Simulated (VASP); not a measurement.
# TiO2 (P4_2/mnm) in VASP: further runs

TiO2 is run at these levels: r2SCAN; tasks: single point, relaxation of shape and atoms at fixed volume.

All numbers are computed with VASP 6.6.1; they aren't measurements. Logs are shortened: lines on timing, memory, paths and dates and some standing lists are left out, and cuts for length are marked.

### 1 The cell of the first run

Symmetry: P4_2/mnm, No. 136, tetragonal system. Conventional cell: a = 4.597 Å, b = 4.597 Å, c = 2.954 Å, α = 90.00°, β = 90.00°, γ = 90.00°. Within 2.6 Å of Ti (site symmetry mmm) lie 6 O at 1.95 to 1.98 Å. Within 2.6 Å of O (site symmetry m2m) lie 3 Ti at 1.95 to 1.98 Å and 1 O at 2.54 Å.

### 2 Single point, r2SCAN

POSCAR

```
TiO2
1.0
    4.5969450471      0.0000000000      0.0000000000
    0.0000000000      4.5969450471      0.0000000000
    0.0000000000      0.0000000000      2.9535430805
Ti O
2 4
Direct
    0.0000000000      0.0000000000      0.0000000000
    0.5000000000      0.5000000000      0.5000000000
    0.3046314514      0.3046314514      0.0000000000
    0.1953685486      0.8046314514      0.5000000000
    0.6953685486      0.6953685486      0.0000000000
    0.8046314514      0.1953685486      0.5000000000
```

INCAR.step1

```
ALGO = Normal ; EDIFF = 1E-4
ENCUT = 520 ; GGA = PE
ISMEAR = 0 ; LASPH = True
LCHARG = False ; LREAL = False
LWAVE = True ; NBANDS = 33
NELM = 60 ; PREC = Accurate
SIGMA = 0.02
```

INCAR.step2

```
ALGO = Normal ; EDIFF = 1E-6
ENCUT = 520 ; ISIF = 2
ISMEAR = 0 ; ISTART = 1
LASPH = True ; LCHARG = True
LELF = True ; LMIXTAU = True
LREAL = False ; LVHAR = True
LWAVE = False ; METAGGA = R2SCAN
NBANDS = 33 ; NELM = 60
PREC = Accurate ; SIGMA = 0.02
```

KPOINTS

```
k-points
0
Gamma
  6 6 10
```

Potentials or basis: VASP PAW PBE potentials, release 64 (Ti_sv, O).

The run is started by

```
cat potpaw_PBE.64/Ti_sv/POTCAR potpaw_PBE.64/O/POTCAR > POTCAR
cp INCAR.step1 INCAR
mpirun -np 1 vasp_std > vasp.out
cp INCAR.step2 INCAR
mpirun -np 1 vasp_std > vasp.out
```

OUTCAR:

```text
EDIFF = 1E-6
   ENCUT = 520
   ISIF = 2
   ISMEAR = 0
   ISTART = 1
   LASPH = True
   LREAL = False
   METAGGA = R2SCAN
   NELM = 60
   PREC = Accurate

 ion  position               nearest neighbor table
   1  0.000  0.000  0.000-   4 1.95   6 1.95   4 1.95   6 1.95   5 1.98   3 1.98
   2  0.500  0.500  0.500-   3 1.95   5 1.95   3 1.95   5 1.95   4 1.98   6 1.98
   3  0.305  0.305  0.000-   2 1.95   2 1.95   1 1.98
   4  0.195  0.805  0.500-   1 1.95   1 1.95   2 1.98
   5  0.695  0.695  0.000-   2 1.95   2 1.95   1 1.98
   6  0.805  0.195  0.500-   1 1.95   1 1.95   2 1.98

  LATTYP: Found a simple tetragonal cell.
 ALAT       =     4.5969450471
 C/A-ratio  =     0.6425012808

  Lattice vectors:

 A1 = (   4.5969450471,   0.0000000000,   0.0000000000)
 A2 = (   0.0000000000,   4.5969450471,   0.0000000000)
 A3 = (   0.0000000000,   0.0000000000,   2.9535430805)

Analysis of symmetry for initial positions (statically):
=====================================================================
 Subroutine PRICEL returns:
 Original cell was already a primitive cell.

 Routine SETGRP: Setting up the symmetry group for a
 simple tetragonal supercell.

 Subroutine GETGRP returns: Found 16 space group operations
 (whereof  8 operations were pure point group operations)
 out of a pool of 16 trial point group operations.

The static configuration has the point symmetry D_2h.
 The point group associated with its full space group is D_4h.

Analysis of symmetry for dynamics (positions and initial velocities):
=====================================================================
 Subroutine PRICEL returns:
 Original cell was already a primitive cell.

 Routine SETGRP: Setting up the symmetry group for a
 simple tetragonal supercell.

 Subroutine GETGRP returns: Found 16 space group operations
 (whereof  8 operations were pure point group operations)
 out of a pool of 16 trial point group operations.

The dynamic configuration has the point symmetry D_2h.
 The point group associated with its full space group is D_4h.

 Subroutine INISYM returns: Found 16 space group operations
 (whereof  8 operations are pure point group operations),
 and found     1 'primitive' translations

----------------------------------------------------------------------------------------

                                     Primitive cell

  volume of cell :      62.4140

  direct lattice vectors                    reciprocal lattice vectors
     4.596945047  0.000000000  0.000000000     0.217535774  0.000000000  0.000000000
     0.000000000  4.596945047  0.000000000     0.000000000  0.217535774  0.000000000
     0.000000000  0.000000000  2.953543080     0.000000000  0.000000000  0.338576406

  length of vectors
     4.596945047  4.596945047  2.953543080     0.217535774  0.217535774  0.338576406

  position of ions in fractional coordinates (direct lattice)
     0.000000000  0.000000000  0.000000000
     0.500000000  0.500000000  0.500000000
     0.304631451  0.304631451  0.000000000
     0.195368549  0.804631451  0.500000000
     0.695368549  0.695368549  0.000000000
     0.804631451  0.195368549  0.500000000

  ion indices of the primitive-cell ions
   primitive index   ion index
                 1           1
                 2           2
                 3           3
                 4           4
                 5           5
                 6           6

----------------------------------------------------------------------------------------

 KPOINTS: k-points

Automatic generation of k-mesh.
 Grid dimensions read from file:
 generate k-points for:    6    6   10

 Generating k-lattice:

  Cartesian coordinates                     Fractional coordinates (reciprocal lattice)
     0.036255962  0.000000000  0.000000000     0.166666667  0.000000000  0.000000000
     0.000000000  0.036255962  0.000000000     0.000000000  0.166666667  0.000000000
     0.000000000  0.000000000  0.033857641     0.000000000  0.000000000  0.100000000

  Length of vectors
     0.036255962  0.036255962  0.033857641

  Shift w.r.t. Gamma in fractional coordinates (k-lattice)
     0.000000000  0.000000000  0.000000000

 Subroutine IBZKPT returns following result:
 ===========================================

 Found     60 irreducible k-points:

 Following reciprocal coordinates:
            Coordinates               Weight
  0.000000  0.000000  0.000000      1.000000
  0.166667  0.000000  0.000000      4.000000
  0.333333  0.000000  0.000000      4.000000
  0.500000  0.000000  0.000000      2.000000
  0.166667  0.166667  0.000000      4.000000
  0.333333  0.166667  0.000000      8.000000
[... 16 lines left out ...]
  0.333333  0.000000  0.200000      8.000000
  0.500000  0.000000  0.200000      4.000000
 [... further k-points ...]
   k-points           NKPTS =     60   k-points in BZ     NKDIM =     60   number of bands    NBANDS=     33
   number of dos      NEDOS =    301   number of ions     NIONS =      6
   total plane-waves  NPLWV =  31104
   dimension x,y,z NGX =    36 NGY =   36 NGZ =   24
   dimension x,y,z NGXF=    72 NGYF=   72 NGZF=   48
   ions per type =               2   4
   NGX,Y,Z   is equivalent  to a cutoff of  13.02, 13.02, 13.51 a.u.
   NGXF,Y,Z  is equivalent  to a cutoff of  26.04, 26.04, 27.02 a.u.
 SYSTEM =  unknown system
   PREC   = accura    normal or accurate (medium, high low for compatibility)
   ISTART =      1    job   : 0-new  1-cont  2-samecut
   ICHARG =      0    charge: 1-file 2-atom 10-const
   ISPIN  =      1    spin polarized calculation?
   LNONCOLLINEAR =      F non collinear calculations
   LSORBIT =      F    spin-orbit coupling
   LASPH  =      T    aspherical Exc in radial PAW
   ENCUT  =  520.0 eV  38.22 Ry    6.18 a.u.   8.55  8.55  5.49*2*pi/ulx,y,z
   NELM   =     60;   NELMIN=  2; NELMDL=  0     # of ELM steps
   EDIFF  = 0.1E-05   stopping-criterion for ELM
   LREAL  =      F    real-space projection
   EDIFFG = 0.1E-04   stopping-criterion for IOM
   NSW    =      0    number of steps for IOM
   IBRION =     -1    ionic relax: 0-MD 1-quasi-New 2-CG
   NFREE  =      0    steps in history (QN), initial steepest desc. (CG)
   ISIF   =      2    stress and relaxation
   ISYM   =      2    0-nonsym 1-usesym 2-fastsym
   POTIM  = 0.5000    time-step for ionic-motion
   TEBEG  =    0.0;   TEEND  =   0.0 temperature during run
   PSTRESS=    0.0 pullay stress
   NELECT =      48.0000    total number of electrons
   NUPDOWN=      -1.0000    fix difference up-down
   EMIN   =  10.00;   EMAX   =-10.00  energy-range for DOS
   EFERMI =   0.00;   METHOD = LEGACY
   ISMEAR =     0;   SIGMA  =   0.02  broadening in eV -4-tet -1-fermi 0-gaus
   EFERMI_NEDOS =   21; number of points for ismear=-14 and -15
   IALGO  =     38    algorithm
   IMIX   =      4    mixing-type and parameters
     AMIX     =   0.40;   BMIX     =  1.00
     AMIX_MAG =   1.60;   BMIX_MAG =  1.00
  volume/ion in A,a.u.               =      10.40        70.20
  Fermi-wavevector in a.u.,A,eV,Ry     =   1.499896  2.834393 30.608880  2.249689
  Thomas-Fermi vector in A             =   2.611467
   LORBIT       =      0    0 simple, 1 ext, 2 COOP (PROOUT), +10 PAW based schemes
   METAGGA = R2SCAN    functional components
   LHFCALC =     F    Hartree Fock is set to
   AEXX    =    0.0000 exact exchange contribution
   IVDW    =     0    specifies the selected vdW correction
   LEPSILON=     F    determine dielectric tensor
   LRPA    =     F    only Hartree local field effects (RPA)
 non-spin polarized calculation
 Gauss-broadening in eV      SIGMA  =   0.02
  energy-cutoff  :      520.00
  volume of cell :       62.41
 maximum number of plane-waves:      1698
 NGX is ok and might be reduce to    36
   NGX = 17   NGY = 17   NGZ = 11

 number of electron      48.0000021 magnetization

 Free energy of the ion-electron system (eV)
  ---------------------------------------------------
  ext. energy  EPLUGINS =         0.00000000
  ---------------------------------------------------
  free energy    TOTEN  =       -69.79422028 eV

  energy without entropy =      -69.79422028  energy(sigma->0) =      -69.79422028

 E-fermi :   4.7019     XC(G=0): -12.1566

 val. band max:        4.5429660295   @ k =   0.0000   0.0000   0.0000
 cond. band min:       6.7722010809   @ k =   0.0000   0.0000   0.0000
 fundamental gap:      2.2292350513
 Fermi energy:         4.7019304908

 k-point     1 :       0.0000    0.0000    0.0000
  band No.  band energies     occupation
      1     -54.5991      2.00000
      2     -54.5812      2.00000
      3     -29.8659      2.00000
      4     -29.8659      2.00000
      5     -29.6874      2.00000
      6     -29.6874      2.00000
[... 25 lines left out ...]
     32      11.5300      0.00000
     33      11.5300      0.00000

 k-point     2 :       0.1667    0.0000    0.0000
  band No.  band energies     occupation
      1     -54.5979      2.00000
      2     -54.5824      2.00000
      3     -29.8563      2.00000
      4     -29.8555      2.00000
      5     -29.6989      2.00000
      6     -29.6980      2.00000
[... 25 lines left out ...]
     32      11.4316      0.00000
     33      11.4522      0.00000

 k-point     3 :       0.3333    0.0000    0.0000
  band No.  band energies     occupation
      1     -54.5946      2.00000
      2     -54.5857      2.00000
      3     -29.8311      2.00000
      4     -29.8289      2.00000
      5     -29.7277      2.00000
      6     -29.7254      2.00000
[... 25 lines left out ...]
     32      11.2338      0.00000
     33      11.2735      0.00000

 k-point     4 :       0.5000    0.0000    0.0000
  band No.  band energies     occupation
      1     -54.5901      2.00000
      2     -54.5901      2.00000
      3     -29.8091      2.00000
      4     -29.8091      2.00000
      5     -29.7485      2.00000
      6     -29.7485      2.00000
[... 25 lines left out ...]
     32      10.9981      0.00000
     33      11.1521      0.00000

 k-point     5 :       0.1667    0.1667    0.0000
  band No.  band energies     occupation
      1     -54.5968      2.00000
      2     -54.5834      2.00000
      3     -29.8689      2.00000
      4     -29.8276      2.00000
      5     -29.7284      2.00000
      6     -29.6855      2.00000
[... 604 lines left out ...]
 k-point    22 :       0.1667    0.0000    0.2000
  band No.  band energies     occupation
      1     -54.5822      2.00000
      2     -54.5696      2.00000
      3     -29.8298      2.00000
      4     -29.8143      2.00000
      5     -29.7935      2.00000
      6     -29.7889      2.00000
[... 25 lines left out ...]
     32      10.8153      0.00000
     33      11.0179      0.00000

 k-point    23 :       0.3333    0.0000    0.2000
  band No.  band energies     occupation
      1     -54.5795      2.00000
      2     -54.5722      2.00000
      3     -29.8314      2.00000
      4     -29.8105      2.00000
      5     -29.7853      2.00000
      6     -29.7706      2.00000
[... 25 lines left out ...]
     32      10.4081      0.00000
     33      11.0250      0.00000

 k-point    24 :       0.5000    0.0000    0.2000
  band No.  band energies     occupation
      1     -54.5758      2.00000
      2     -54.5758      2.00000
      3     -29.8228      2.00000
      4     -29.8228      2.00000
      5     -29.7658      2.00000
      6     -29.7658      2.00000
[... 25 lines left out ...]
     32      10.2064      0.00000
     33      11.4310      0.00000

 [... further k-points ...]

------------------------ aborting loop because EDIFF is reached ----------------------------------------

  FORCE on cell =-STRESS in cart. coord.  units (eV):
  Direction    XX          YY          ZZ          XY          YZ          ZX
  --------------------------------------------------------------------------------------
  -------------------------------------------------------------------------------------
  Total        0.4027182      0.4027182      0.6838993     -0.0000000      0.0000000      0.0000000
  in kB       10.3378423     10.3378423     17.5558067     -0.0000000      0.0000000      0.0000000
  external PRESSURE =      12.7438304 kB  Pullay stress =       0.0000000 kB

 VOLUME and BASIS-vectors are now :
 -----------------------------------------------------------------------------
  energy-cutoff  :      520.00
  volume of cell :       62.41
      direct lattice vectors                 reciprocal lattice vectors
     4.596945047  0.000000000  0.000000000     0.217535774  0.000000000  0.000000000
     0.000000000  4.596945047  0.000000000     0.000000000  0.217535774  0.000000000
     0.000000000  0.000000000  2.953543080     0.000000000  0.000000000  0.338576406

 POSITION                                       TOTAL-FORCE (eV/Angst)
 -----------------------------------------------------------------------------------
      0.00000      0.00000      0.00000         0.000000      0.000000      0.000000
      2.29847      2.29847      1.47677         0.000000      0.000000      0.000000
      1.40037      1.40037      0.00000        -0.025591     -0.025591     -0.000000
      0.89810      3.69885      1.47677         0.025591     -0.025591      0.000000
      3.19657      3.19657      0.00000         0.025591      0.025591      0.000000
      3.69885      0.89810      1.47677        -0.025591      0.025591      0.000000
 -----------------------------------------------------------------------------------
    total drift:                               -0.000000      0.000000      0.000000

  FREE ENERGIE OF THE ION-ELECTRON SYSTEM (eV)
  ---------------------------------------------------
  free  energy   TOTEN  =       -69.7942202838 eV

  energy  without entropy=      -69.7942202838  energy(sigma->0) =      -69.79422028
```

It took 5.2 min on 1 thread of Intel Xeon Platinum 8488C (Sapphire Rapids), shared host; peak memory 0.24 GiB.

Results:

- Free energy: -69.7942 eV
- Pressure: 1.3 GPa
- Largest force: 0.036 eV/Å
- Band gap on the k mesh: 2.23 eV

Forces in eV/Å, atoms in the order of the input:
```
Ti   0.000  0.000  0.000
Ti   0.000  0.000  0.000
O   -0.026 -0.026  0.000
O    0.026 -0.026  0.000
O    0.026  0.026  0.000
O   -0.026  0.026  0.000
```

Caveat: the PAW data sets were made with another functional, which shifts forces and pressure a little. A k mesh can miss the band edges.

### 3 Relaxation of shape and atoms at fixed volume, r2SCAN (11.03 Å³/atom)

This run uses another cell than the first one, of 11.03 Å³/atom.

POSCAR

```
TiO2
1.0
    4.6987774953      0.0000000000      0.0000000000
    0.0000000000      4.6987774953      0.0000000000
    0.0000000000      0.0000000000      2.9965259244
Ti O
2 4
Direct
    0.0000000000      0.0000000000      0.0000000000
    0.5000000000      0.5000000000      0.5000000000
    0.3058030575      0.3058030575      0.0000000000
    0.1941969425      0.8058030575      0.5000000000
    0.6941969425      0.6941969425      0.0000000000
    0.8058030575      0.1941969425      0.5000000000
```

INCAR.step1

```
SYSTEM = TiO2
  PREC = Accurate
  ENCUT = 600
  ISMEAR = 0
  SIGMA = 0.02
  LREAL = .FALSE.
  LASPH = .TRUE.
  NELM = 60
  GGA = PE
  ALGO = Normal
  EDIFF = 1E-4
  LWAVE = .TRUE.
  LCHARG = .FALSE.
```

INCAR.step2

```
SYSTEM = TiO2
  PREC = Accurate
  ENCUT = 600
  EDIFF = 1E-7
  ISMEAR = 0
  SIGMA = 0.02
  LREAL = .FALSE.
  LASPH = .TRUE.
  NELM = 60
  ALGO = Normal
  ISIF = 4
  LWAVE = .FALSE.
  LCHARG = .FALSE.
  METAGGA = R2SCAN
  LMIXTAU = .TRUE.
  IBRION = 2
  NSW = 50
  EDIFFG = -0.01
  ISTART = 1
```

KPOINTS

```
regular mesh
0
G
  6 6 10
  0 0 0
```

Potentials or basis: VASP PAW PBE potentials, release 64 (Ti_sv, O).

The run is started by

```
cat potpaw_PBE.64/Ti_sv/POTCAR potpaw_PBE.64/O/POTCAR > POTCAR
cp INCAR.step1 INCAR
mpirun -np 1 vasp_std > vasp.out
cp INCAR.step2 INCAR
mpirun -np 1 vasp_std > vasp.out
```

Wall time 13 min (1 thread of Oxide Virtual Turin-like, shared host); peak memory 0.25 GiB.

It converged, with:

- Free energy: -69.6918 eV
- Energy gained by relaxing: 0.4 meV/atom
- Ionic steps: 3
- Pressure after relaxing: -10.9 GPa
- Band gap on the k mesh: 2.19 eV

Stress tensor (GPa, compression positive):
```
-10.82   0.00   0.00
  0.00 -10.82   0.00
  0.00   0.00 -10.93
```

Step by step:
```csv
step,energy change (eV),largest force (eV/Å),pressure (GPa),volume (Å³)
1,0.0000,0.1264,-11.47,66.16
2,-0.0025,0.0239,-10.99,66.16
3,-0.0027,0.0014,-10.86,66.16
```

Final structure:
```
Ti O
1.0
     4.70569    0.00000    0.00000
     0.00000    4.70569    0.00000
     0.00000    0.00000    2.98773
Ti O
2 4
Direct
  0.00000 0.00000 0.00000
  0.50000 0.50000 0.50000
  0.30695 0.30695 0.00000
  0.19305 0.80695 0.50000
  0.69305 0.69305 0.00000
  0.80695 0.19305 0.50000
```

Levels at points of the mesh, in eV from the valence-band top:
```tsv
k point	band 21	band 22	band 23	band 24	band 25	band 26	band 27	band 28
(0.00, 0.00, 0.00)	-0.69	-0.42	-0.42	0.00	2.19	2.52	2.76	2.79
(0.50, 0.00, 0.00)	-1.51	-1.51	-0.69	-0.69	2.83	2.83	3.21	3.21
(0.50, 0.50, 0.00)	-1.25	-1.25	-1.01	-1.01	2.22	2.22	2.81	2.81
(0.00, 0.00, 0.50)	-2.07	-2.07	-1.41	-1.41	3.12	3.12	3.46	3.46
(0.50, 0.00, 0.50)	-1.94	-1.94	-0.95	-0.95	2.23	2.23	3.48	3.48
(0.50, 0.50, 0.50)	-1.12	-1.12	-0.70	-0.70	2.81	2.81	3.47	3.47
```

Caveat: the PAW data sets were made with another functional, which shifts forces and pressure a little. A k mesh can miss the band edges.
